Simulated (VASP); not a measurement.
# LiF (Fm-3m) in VASP: settings compared, part 2 of 2

VASP 6.6.1. Earlier steps stand in the parts before.

## 4. Dielectric tensor, PBEsol+D4

The input, INCAR:

```
PREC     = Accurate       # precision mode
ENCUT    = 520            # plane-wave cutoff, eV
EDIFF    = 1E-8           # SCF threshold, eV
ISMEAR   = 0              # smearing method
SIGMA    = 0.01           # smearing width, eV
LREAL    = F              # projectors in reciprocal space
LASPH    = T              # aspherical terms in the spheres
NELM     = 80             # most SCF steps
ALGO     = Normal         # electronic algorithm
ISIF     = 2              # what is computed and relaxed
LWAVE    = F              # write WAVECAR
LCHARG   = F              # write CHGCAR
GGA      = PS             # functional
IVDW     = 13             # dispersion correction
LEPSILON = T              # dielectric tensor by DFPT
```

The input, KPOINTS:

```
regular mesh
0
Gamma
  11 11 11
```

The input, POSCAR:

```
LiF
1.0
    0.0000000000      2.0140000000      2.0140000000
    2.0140000000      0.0000000000      2.0140000000
    2.0140000000      2.0140000000      0.0000000000
F Li
1 1
Direct
    0.5000000000      0.5000000000      0.5000000000
    0.0000000000      0.0000000000      0.0000000000
```

Potentials or basis: VASP PAW PBE potentials, release 64 (F, Li_sv).

On the command line:

```
$ cat potpaw_PBE.64/F/POTCAR potpaw_PBE.64/Li_sv/POTCAR > POTCAR
$ mpirun -np 1 vasp_std > vasp.out
```

OUTCAR:

```text
PREC = Accurate
   ENCUT = 520
   EDIFF = 1E-8
   ISMEAR = 0
   LREAL = F
   LASPH = T
   NELM = 80
   ISIF = 2
   GGA = PS
   IVDW = 13
   LEPSILON = T

 ion  position               nearest neighbor table
   1  0.500  0.500  0.500-   2 2.01   2 2.01   2 2.01   2 2.01   2 2.01   2 2.01
   2  0.000  0.000  0.000-   1 2.01   1 2.01   1 2.01   1 2.01   1 2.01   1 2.01

  LATTYP: Found a face centered cubic cell.
 ALAT       =     4.0280000000

  Lattice vectors:

 A1 = (   0.0000000000,   2.0140000000,   2.0140000000)
 A2 = (   2.0140000000,   0.0000000000,   2.0140000000)
 A3 = (   2.0140000000,   2.0140000000,   0.0000000000)

Analysis of symmetry for initial positions (statically):
=====================================================================
 Subroutine PRICEL returns:
 Original cell was already a primitive cell.

 Routine SETGRP: Setting up the symmetry group for a
 face centered cubic supercell.

 Subroutine GETGRP returns: Found 48 space group operations
 (whereof 48 operations were pure point group operations)
 out of a pool of 48 trial point group operations.

The static configuration has the point symmetry O_h .

Analysis of symmetry for dynamics (positions and initial velocities):
=====================================================================
 Subroutine PRICEL returns:
 Original cell was already a primitive cell.

 Routine SETGRP: Setting up the symmetry group for a
 face centered cubic supercell.

 Subroutine GETGRP returns: Found 48 space group operations
 (whereof 48 operations were pure point group operations)
 out of a pool of 48 trial point group operations.

The dynamic configuration has the point symmetry O_h .

 Subroutine INISYM returns: Found 48 space group operations
 (whereof 48 operations are pure point group operations),
 and found     1 'primitive' translations

[... 466 lines left out ...]
 HEAD OF MICROSCOPIC STATIC DIELECTRIC TENSOR (INDEPENDENT PARTICLE, excluding Hartree and local field effects)
 ------------------------------------------------------
           2.107672     0.000000    -0.000000
           0.000000     2.107672     0.000000
           0.000000    -0.000000     2.107672
 ------------------------------------------------------

 Free energy of the ion-electron system (eV)
  ---------------------------------------------------
  ---------------------------------------------------
  free energy    TOTEN  =        -0.05381160 eV

  energy without entropy =       -0.05381160

------------------------ aborting loop because EDIFF is reached ----------------------------------------

  DFT-D4 for vdW energy calculation

  Edisp (eV):   -0.06998
[... 7 lines left out ...]
  Edisp (eV):   -0.06998

--------------------------------------- Ionic step        3  -------------------------------------------

 Free energy of the ion-electron system (eV)
  ---------------------------------------------------
  ---------------------------------------------------
  free energy    TOTEN  =        -0.05381161 eV

  energy without entropy =       -0.05381161

------------------------ aborting loop because EDIFF is reached ----------------------------------------

  DFT-D4 for vdW energy calculation

  Edisp (eV):   -0.06998

 PIEZOELECTRIC TENSOR FIELD DIRECTION 3  (e Angst)
 -----------------------------------------------------------------------------
    -0.00019  0.00000 -0.00000           ( -0.00001  0.00000 -0.00000)
     0.00000 -0.00019 -0.00000           (  0.00000 -0.00001  0.00000)
    -0.00000 -0.00000 -0.00007           ( -0.00000  0.00000 -0.00001)

 PIEZOELECTRIC TENSOR FIELD DIRECTION 3  (C/m^2)
 -----------------------------------------------------------------------------
    -0.00019  0.00000 -0.00000
     0.00000 -0.00019 -0.00000
    -0.00000 -0.00000 -0.00007

 MACROSCOPIC STATIC DIELECTRIC TENSOR (including local field effects in DFT)
 ------------------------------------------------------
           2.083533     0.000000    -0.000000
           0.000000     2.083533    -0.000000
           0.000000     0.000000     2.083533
 ------------------------------------------------------

 PIEZOELECTRIC TENSOR (including local field effects)  for field in x, y, z        (e  Angst)
          XX          YY          ZZ          XY          YZ          ZX
  --------------------------------------------------------------------------------
  x     0.00000     0.00000     0.00000     0.00000     0.00000     0.00000
  y     0.00000     0.00000     0.00000     0.00000     0.00000     0.00000
  z     0.00000     0.00000     0.00000     0.00000     0.00000     0.00000

 PIEZOELECTRIC TENSOR (including local field effects)  for field in x, y, z        (C/m^2)
          XX          YY          ZZ          XY          YZ          ZX
  --------------------------------------------------------------------------------
  x     0.00000     0.00000     0.00000     0.00000     0.00000     0.00000
  y     0.00000     0.00000     0.00000     0.00000     0.00000     0.00000
  z     0.00000     0.00000     0.00000     0.00000     0.00000     0.00000

 BORN EFFECTIVE CHARGES (including local field effects) (in |e|, cummulative output)
 ---------------------------------------------------------------------------------
 ion    1
    1    -1.04743     0.00000     0.00000
    2    -0.00000    -1.04743     0.00000
    3     0.00000     0.00000    -1.04743
 ion    2
    1     1.04743    -0.00000     0.00000
    2     0.00000     1.04743     0.00000
    3     0.00000     0.00000     1.04743
```

Run time: 2.2 min. Hardware: 1 thread of Intel Xeon 8259CL, shared host; peak memory 0.18 GiB.

What came out:

| Quantity | Value |
| --- | --- |
| Band gap on the k mesh | 8.92 eV |
| Electronic dielectric tensor (diagonal) | 2.08 |
| Born charges (mean of the diagonal) | F -1.05; Li +1.05 e |
| Dispersion energy per atom | -0.035 eV |

Electronic dielectric tensor:
```
2.08 0.00 0.00
0.00 2.08 0.00
0.00 0.00 2.08
```

Born effective charge tensors (e):
atom 1, F
```
-1.05  0.00  0.00
 0.00 -1.05  0.00
 0.00  0.00 -1.05
```
atom 2, Li
```
1.05 0.00 0.00
0.00 1.05 0.00
0.00 0.00 1.05
```

Caveat: an odd mesh through Γ misses points on the zone boundary, where band edges can lie.

## 5. Electric field gradients, PBE

INCAR: that of step 4 with these lines changed.

```diff
@@ -4,3 +4,3 @@
 ISMEAR   = 0              # smearing method
-SIGMA    = 0.01           # smearing width, eV
+SIGMA    = 0.05           # smearing width, eV
 LREAL    = F              # projectors in reciprocal space
@@ -12,4 +12,4 @@
 LCHARG   = F              # write CHGCAR
-GGA      = PS             # functional
-IVDW     = 13             # dispersion correction
-LEPSILON = T              # dielectric tensor by DFPT
+GGA      = PE             # functional
+LEFG     = T            
+NBANDS   = 12             # bands
```

The input, KPOINTS:

```
Automatic mesh
0
Gamma
  11 11 11
```

POSCAR is that of step 4.

Potentials or basis: VASP PAW PBE potentials, release 64 (F, Li_sv).

On the command line:

```
$ cat potpaw_PBE.64/F/POTCAR potpaw_PBE.64/Li_sv/POTCAR > POTCAR
$ mpirun -np 1 vasp_std > vasp.out
```

OUTCAR:

```text
PREC = Accurate
   ENCUT = 520
   EDIFF = 1E-8
   ISMEAR = 0
   LREAL = F
   LASPH = T
   NELM = 80
   ISIF = 2
   GGA = PE

 ion  position               nearest neighbor table
   1  0.500  0.500  0.500-   2 2.01   2 2.01   2 2.01   2 2.01   2 2.01   2 2.01
   2  0.000  0.000  0.000-   1 2.01   1 2.01   1 2.01   1 2.01   1 2.01   1 2.01

  LATTYP: Found a face centered cubic cell.
 ALAT       =     4.0280000000

  Lattice vectors:

 A1 = (   0.0000000000,   2.0140000000,   2.0140000000)
 A2 = (   2.0140000000,   0.0000000000,   2.0140000000)
 A3 = (   2.0140000000,   2.0140000000,   0.0000000000)

Analysis of symmetry for initial positions (statically):
=====================================================================
 Subroutine PRICEL returns:
 Original cell was already a primitive cell.

 Routine SETGRP: Setting up the symmetry group for a
 face centered cubic supercell.

[... 551 lines left out ...]
  volume of cell :       16.34
      direct lattice vectors                 reciprocal lattice vectors
     0.000000000  2.014000000  2.014000000    -0.248262165  0.248262165  0.248262165
     2.014000000  0.000000000  2.014000000     0.248262165 -0.248262165  0.248262165
     2.014000000  2.014000000  0.000000000     0.248262165  0.248262165 -0.248262165

 POSITION                                       TOTAL-FORCE (eV/Angst)
 -----------------------------------------------------------------------------------
      2.01400      2.01400      2.01400        -0.000000      0.000000      0.000000
      0.00000      0.00000      0.00000         0.000000     -0.000000     -0.000000
 -----------------------------------------------------------------------------------
    total drift:                               -0.000000     -0.000000      0.000000

  FREE ENERGIE OF THE ION-ELECTRON SYSTEM (eV)
  ---------------------------------------------------
  free  energy   TOTEN  =        -9.6375601362 eV

  energy  without entropy=       -9.6375601362  energy(sigma->0) =       -9.63756014

 Electric field gradients (V/A^2)
---------------------------------------------------------------------
 ion       V_xx      V_yy      V_zz      V_xy      V_xz      V_yz
---------------------------------------------------------------------
   1      -0.000    -0.000    -0.000     0.000     0.000     0.000
   2      -0.000    -0.000    -0.000    -0.001    -0.001    -0.001
---------------------------------------------------------------------

 Electric field gradients after diagonalization (V/A^2)
 (convention: |V_zz| > |V_xx| > |V_yy|)
----------------------------------------------------------------------
 ion       V_xx      V_yy      V_zz     asymmetry (V_yy - V_xx)/ V_zz
----------------------------------------------------------------------
   1      -0.000    -0.000     0.000       0.000
   2       0.001     0.001    -0.002       0.000
----------------------------------------------------------------------

           NMR quadrupolar parameters

 Cq : quadrupolar parameter    Cq=e*Q*V_zz/h
 eta: asymmetry parameters     (V_yy - V_xx)/ V_zz
 Q  : nuclear electric quadrupole moment in mb (millibarn)
----------------------------------------------------------------------
 ion       Cq(MHz)       eta       Q (mb)
----------------------------------------------------------------------
   1       0.000       0.000       1.000
   2      -0.000       0.000       1.000
----------------------------------------------------------------------
```

It took 21 s on 1 thread of Intel Xeon 8259CL, shared host; peak memory 0.13 GiB.

What came out:

| Item | Value |
| --- | --- |
| Free energy | -9.6376 eV |
| Band gap on the k mesh | 9.09 eV |
| Largest electric field gradient by atom | zero within the noise of the run |

Caveat: an odd mesh through Γ misses points on the zone boundary, where band edges can lie.

## 6. Summary

| task | level | k mesh | cutoff (eV) | smearing | tolerance level | purpose | K density | dipole correction | gap on the mesh (eV) |
| --- | --- | --- | --- | --- | --- | --- | --- | --- | --- |
| single point | revPBE | 34 × 34 × 34 | 800 | tetrahedron 0.03 eV | screening | density of states | 10 × 10 × 10 | - | 9.27 |
| electric field gradients | PBE | 11 × 11 × 11 | 650 | gaussian 0.05 eV | - | - | - | no | 9.09 |
| dielectric tensor | PBEsol+D4 | 11 × 11 × 11 | 520 | gaussian 0.01 eV | - | - | - | no | 8.92 |
| electric field gradients | PBE | 11 × 11 × 11 | 520 | gaussian 0.05 eV | - | - | - | no | 9.09 |

Alike in all rows: potentials or basis VASP PAW PBE potentials, release 64 (F, Li_sv); no spin polarisation; cell as given.

On the cell as given the gap runs from 8.92 eV (PBEsol+D4) to 9.27 eV (revPBE); the meshes differ, which moves gaps too.

Caveats: an odd mesh through Γ misses points on the zone boundary, where band edges can lie (at least some runs).

Absolute energies hang on the potentials; compare differences alone.
